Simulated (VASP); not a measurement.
# AlRu (P4/mmm) in VASP: notebook

Runs on AlRu. Level: PBEsol. Tasks: single point.

Program: VASP 6.6.1. These are calculated values, not measurements. Logs are shortened: lines on timing, memory, paths and dates and some standing lists are left out, and cuts for length are marked.

## Step 1: The cell of the first run

Symmetry: P4/mmm, No. 123, tetragonal system. The conventional cell has a = 2.992 Å, b = 2.992 Å, c = 3.051 Å, α = 90.00°, β = 90.00°, γ = 90.00°. Al (site symmetry 4/mmm) has 8 Ru at 2.61 Å and 6 Al at 2.99 to 3.05 Å within 3.4 Å. Within 3.4 Å of Ru (site symmetry 4/mmm) lie 8 Al at 2.61 Å and 6 Ru at 2.99 to 3.05 Å.

## Step 2: Single point, PBEsol (strain +0.0200 x Voigt [1, 0, 0, 0, 0, 0])

INCAR reads:

```
PREC = Accurate ; ENCUT = 520
EDIFF = 1E-7 ; ISMEAR = 0
SIGMA = 0.15 ; LREAL = False
LASPH = True ; NELM = 60
ALGO = Fast ; ISIF = 2
LWAVE = False ; LCHARG = False
GGA = PS ; NBANDS = 16
```

KPOINTS reads:

```
Automatic mesh
0
Gamma
  16 16 16
```

POSCAR reads:

```
AlRu
1.0
    3.0514320000      0.0000000000      0.0000000000
    0.0000000000      2.9916000000      0.0000000000
    0.0000000000      0.0000000000      2.9916000000
Al Ru
1 1
Direct
    0.0000000000      0.0000000000      0.0000000000
    0.5000000000      0.5000000000      0.5000000000
```

Potentials or basis: VASP PAW PBE potentials, release 64 (Al, Ru_pv).

The run is started by

```
$ cat potpaw_PBE.64/Al/POTCAR potpaw_PBE.64/Ru_pv/POTCAR > POTCAR
$ mpirun -np 1 vasp_std > vasp.out
```

OUTCAR:

```text
PREC = Accurate
   ENCUT = 520
   EDIFF = 1E-7
   ISMEAR = 0
   LREAL = False
   LASPH = True
   NELM = 60
   ISIF = 2
   GGA = PS

 ion  position               nearest neighbor table
   1  0.000  0.000  0.000-   2 2.61   2 2.61   2 2.61   2 2.61   2 2.61   2 2.61   2 2.61   2 2.61

   2  0.500  0.500  0.500-   1 2.61   1 2.61   1 2.61   1 2.61   1 2.61   1 2.61   1 2.61   1 2.61

  LATTYP: Found a simple tetragonal cell.
 ALAT       =     2.9916000000
 C/A-ratio  =     1.0200000000

  Lattice vectors:

 A1 = (   0.0000000000,   2.9916000000,   0.0000000000)
 A2 = (   0.0000000000,   0.0000000000,   2.9916000000)
 A3 = (   3.0514320000,   0.0000000000,   0.0000000000)

Analysis of symmetry for initial positions (statically):
=====================================================================
 Subroutine PRICEL returns:
 Original cell was already a primitive cell.

 Routine SETGRP: Setting up the symmetry group for a
 simple tetragonal supercell.

 Subroutine GETGRP returns: Found 16 space group operations
 (whereof 16 operations were pure point group operations)
 out of a pool of 16 trial point group operations.

The static configuration has the point symmetry D_4h.

Analysis of symmetry for dynamics (positions and initial velocities):
=====================================================================
 Subroutine PRICEL returns:
 Original cell was already a primitive cell.

 Routine SETGRP: Setting up the symmetry group for a
 simple tetragonal supercell.

 Subroutine GETGRP returns: Found 16 space group operations
 (whereof 16 operations were pure point group operations)
 out of a pool of 16 trial point group operations.

The dynamic configuration has the point symmetry D_4h.

 Subroutine INISYM returns: Found 16 space group operations
 (whereof 16 operations are pure point group operations),
 and found     1 'primitive' translations

----------------------------------------------------------------------------------------

                                     Primitive cell

  volume of cell :      27.3093

  direct lattice vectors                    reciprocal lattice vectors
     3.051432000  0.000000000  0.000000000     0.327714988  0.000000000  0.000000000
     0.000000000  2.991600000  0.000000000     0.000000000  0.334269287  0.000000000
     0.000000000  0.000000000  2.991600000     0.000000000  0.000000000  0.334269287

  length of vectors
[... 81 lines left out ...]
   NELM   =     60;   NELMIN=  2; NELMDL= -5     # of ELM steps
   EDIFF  = 0.1E-06   stopping-criterion for ELM
   LREAL  =      F    real-space projection
   EDIFFG = 0.1E-05   stopping-criterion for IOM
   NSW    =      0    number of steps for IOM
   IBRION =     -1    ionic relax: 0-MD 1-quasi-New 2-CG
   NFREE  =      0    steps in history (QN), initial steepest desc. (CG)
   ISIF   =      2    stress and relaxation
   ISYM   =      2    0-nonsym 1-usesym 2-fastsym
   POTIM  = 0.5000    time-step for ionic-motion
   TEBEG  =    0.0;   TEEND  =   0.0 temperature during run
   PSTRESS=    0.0 pullay stress
   NELECT =      17.0000    total number of electrons
   NUPDOWN=      -1.0000    fix difference up-down
   EMIN   =  10.00;   EMAX   =-10.00  energy-range for DOS
   EFERMI =   0.00;   METHOD = LEGACY
   ISMEAR =     0;   SIGMA  =   0.15  broadening in eV -4-tet -1-fermi 0-gaus
   EFERMI_NEDOS =   21; number of points for ismear=-14 and -15
   IALGO  =     68    algorithm
   IMIX   =      4    mixing-type and parameters
     AMIX     =   0.40;   BMIX     =  1.00
     AMIX_MAG =   1.60;   BMIX_MAG =  1.00
  volume/ion in A,a.u.               =      13.65        92.15
  Fermi-wavevector in a.u.,A,eV,Ry     =   1.397830  2.641515 26.584798  1.953928
  Thomas-Fermi vector in A             =   2.521047
   LORBIT       =      0    0 simple, 1 ext, 2 COOP (PROOUT), +10 PAW based schemes
   GGA     = PS    functional components
   LHFCALC =     F    Hartree Fock is set to
   AEXX    =    0.0000 exact exchange contribution
   IVDW    =     0    specifies the selected vdW correction
   LEPSILON=     F    determine dielectric tensor
   LRPA    =     F    only Hartree local field effects (RPA)
 non-spin polarized calculation
 RMM-DIIS sequential band-by-band and
 Gauss-broadening in eV      SIGMA  =   0.15
  energy-cutoff  :      520.00
  volume of cell :       27.31
 maximum number of plane-waves:       751
 NGX is ok and might be reduce to    24
   NGX = 11   NGY = 11   NGZ = 11

 number of electron      16.9999997 magnetization

 Free energy of the ion-electron system (eV)
  ---------------------------------------------------
  ext. energy  EPLUGINS =         0.00000000
  ---------------------------------------------------
  free energy    TOTEN  =       -15.50271601 eV

  energy without entropy =      -15.48317710  energy(sigma->0) =      -15.49294655

 E-fermi :  10.3395     XC(G=0): -12.5852

 val. band max:       10.3387998461   @ k =   0.0625   0.4375   0.1250
 cond. band min:      10.3428456757   @ k =   0.0000   0.0625   0.0625
 fundamental gap:      0.0040458297
 Fermi energy:        10.3395435854

 k-point     1 :       0.0000    0.0000    0.0000
  band No.  band energies     occupation
      1     -31.3984      2.00000
      2     -31.3766      2.00000
      3     -31.3766      2.00000
      4       0.7525      2.00000
      5       6.8296      2.00000
      6       6.8390      2.00000
[... 433 lines left out ...]
      3     -31.3642      2.00000
      4       2.6915      2.00000
      5       6.6480      2.00000
      6       7.4418      2.00000
[... 8 lines left out ...]
     15      24.1475      0.00000
     16      24.5614      0.00000

 [... further k-points ...]

------------------------ aborting loop because EDIFF is reached ----------------------------------------

  FORCE on cell =-STRESS in cart. coord.  units (eV):
  Direction    XX          YY          ZZ          XY          YZ          ZX
  --------------------------------------------------------------------------------------
  -------------------------------------------------------------------------------------
  Total       -1.5523482     -1.0215371     -1.0215371      0.0000000      0.0000000      0.0000000
  in kB      -91.0728594    -59.9313405    -59.9313405      0.0000000      0.0000000      0.0000000
  external PRESSURE =     -70.3118468 kB  Pullay stress =       0.0000000 kB

 VOLUME and BASIS-vectors are now :
 -----------------------------------------------------------------------------
  energy-cutoff  :      520.00
  volume of cell :       27.31
      direct lattice vectors                 reciprocal lattice vectors
     3.051432000  0.000000000  0.000000000     0.327714988  0.000000000  0.000000000
     0.000000000  2.991600000  0.000000000     0.000000000  0.334269287  0.000000000
     0.000000000  0.000000000  2.991600000     0.000000000  0.000000000  0.334269287

 POSITION                                       TOTAL-FORCE (eV/Angst)
 -----------------------------------------------------------------------------------
      0.00000      0.00000      0.00000         0.000000      0.000000      0.000000
      1.52572      1.49580      1.49580         0.000000      0.000000      0.000000
 -----------------------------------------------------------------------------------
    total drift:                                0.000000     -0.000000     -0.000000

  FREE ENERGIE OF THE ION-ELECTRON SYSTEM (eV)
  ---------------------------------------------------
  free  energy   TOTEN  =       -15.5027160068 eV

  energy  without entropy=      -15.4831771003  energy(sigma->0) =      -15.49294655
```

stdout:

```text
POSCAR found type information on POSCAR AlRu
 POSCAR found :  2 types and       2 ions
 scaLAPACK will be used
 -----------------------------------------------------------------------------
|                                                                             |
|                                                                             |
|     You enforced a specific xc type in the INCAR file but a different       |
|     I HOPE YOU KNOW WHAT YOU ARE DOING!                                     |
|                                                                             |
 -----------------------------------------------------------------------------

 LDA part: xc-table for (Slater+PW92), standard interpolation
 POSCAR, INCAR and KPOINTS ok, starting setup
 FFT: planning ... GRIDC
 FFT: planning ... GRID_SOFT
 FFT: planning ... GRID
 WAVECAR not read
 entering main loop
WARNING in EDDRMM: call to ZHEGV failed, returncode =   8  4     15
```

It took 82 s on 1 thread of AMD EPYC 9R45 (Zen 5), shared host; peak memory 0.25 GiB.

Results:

```
Free energy            : -15.5027 eV
Pressure               : -7.0 GPa
Band gap on the k mesh : zero (an odd number of electrons rules out a gap without spin polarisation)
```

Stress tensor (GPa, compression positive):
```
-9.11  0.00  0.00
 0.00 -5.99  0.00
 0.00  0.00 -5.99
```

Levels at points of the mesh, in eV from the Fermi level:
```
           k point  band 5  band 6  band 7  band 8  band 9  band 10  band 11  band 12  band 13  band 14
(0.00, 0.00, 0.00)   -3.51   -3.50    0.13    0.13    0.25     5.56     6.16     6.16    10.82    10.88
(0.50, 0.00, 0.00)   -5.60   -2.78   -1.49   -1.49    0.47     1.97     7.46    11.04    11.04    12.53
(0.00, 0.50, 0.00)   -5.38   -2.70   -1.73   -1.50    0.39     2.30     7.43    10.54    11.05    12.31
(0.50, 0.50, 0.00)   -3.06   -1.47   -1.34   -1.11   -1.05     1.41     5.05     6.02    10.58    14.37
(0.00, 0.50, 0.50)   -2.98   -1.30   -1.30   -1.26   -1.26     1.55     5.30     6.14    10.13    14.10
(0.50, 0.50, 0.50)   -4.53   -4.53    1.48    1.62    2.47     3.96     4.07     4.07     8.28     8.28
```

Caveat: the cell differs from its parent crystal (strain +0.0200 x Voigt [1, 0, 0, 0, 0, 0]); the cell stands under tension; the PAW data sets were made with another functional, which shifts forces and pressure a little.

## Step 3: Single point, PBEsol (strain +0.0300 x Voigt [1, 0, 0, 0, 0, 0])

INCAR reads:

```
SYSTEM = AlRu
ALGO     = Fast           ! electronic algorithm
EDIFF    = 1E-6           ! SCF threshold, eV
ENCUT    = 520            ! plane-wave cutoff, eV
GGA      = PS             ! functional
ISIF     = 2              ! what is computed and relaxed
ISMEAR   = 0              ! smearing method
LASPH    = .True.         ! aspherical terms in the spheres
LCHARG   = .False.        ! write CHGCAR
LREAL    = .False.        ! projectors in reciprocal space
LWAVE    = .False.        ! write WAVECAR
NBANDS   = 16             ! bands
NELM     = 80             ! most SCF steps
PREC     = Accurate       ! precision mode
SIGMA    = 0.15           ! smearing width, eV
```

KPOINTS reads:

```
k-points
0
Gamma
  16 16 16
  0 0 0
```

Edit POSCAR of step 2 so:

```diff
@@ -2,3 +2,3 @@
 1.0
-    3.0514320000      0.0000000000      0.0000000000
+    3.0813480000      0.0000000000      0.0000000000
     0.0000000000      2.9916000000      0.0000000000
```

Potentials or basis: VASP PAW PBE potentials, release 64 (Al, Ru_pv).

The run is started by

```
$ cat potpaw_PBE.64/Al/POTCAR potpaw_PBE.64/Ru_pv/POTCAR > POTCAR
$ mpirun -np 1 vasp_std > vasp.out
```

It took 78 s on 1 thread of AMD EPYC 9R45 (Zen 5), shared host; peak memory 0.25 GiB.

It converged, with:

```yaml
Free_energy: -15.4854 eV
Pressure: -8.9 GPa
Band_gap_on_the_k_mesh: zero (an odd number of electrons rules out a gap without spin polarisation)
```

Stress tensor (GPa, compression positive):
```
-11.85   0.00   0.00
  0.00  -7.36   0.00
  0.00   0.00  -7.36
```

Levels at points of the mesh, in eV from the Fermi level:
| k point | band 5 | band 6 | band 7 | band 8 | band 9 | band 10 | band 11 | band 12 | band 13 | band 14 |
| --- | --- | --- | --- | --- | --- | --- | --- | --- | --- | --- |
| (0.00, 0.00, 0.00) | -3.46 | -3.45 | 0.11 | 0.11 | 0.28 | 5.33 | 6.21 | 6.21 | 10.74 | 10.81 |
| (0.50, 0.00, 0.00) | -5.65 | -2.76 | -1.43 | -1.43 | 0.49 | 1.83 | 7.47 | 11.07 | 11.07 | 12.42 |
| (0.00, 0.50, 0.00) | -5.33 | -2.66 | -1.78 | -1.45 | 0.37 | 2.32 | 7.42 | 10.33 | 11.09 | 12.10 |
| (0.50, 0.50, 0.00) | -3.03 | -1.52 | -1.32 | -1.08 | -0.99 | 1.36 | 4.95 | 5.90 | 10.57 | 14.35 |
| (0.00, 0.50, 0.50) | -2.92 | -1.30 | -1.30 | -1.26 | -1.26 | 1.56 | 5.32 | 6.07 | 9.92 | 13.94 |
| (0.50, 0.50, 0.50) | -4.47 | -4.47 | 1.42 | 1.63 | 2.41 | 3.90 | 4.07 | 4.07 | 8.14 | 8.14 |

Caveat: the cell differs from its parent crystal (strain +0.0300 x Voigt [1, 0, 0, 0, 0, 0]); the cell stands under tension; the PAW data sets were made with another functional, which shifts forces and pressure a little.
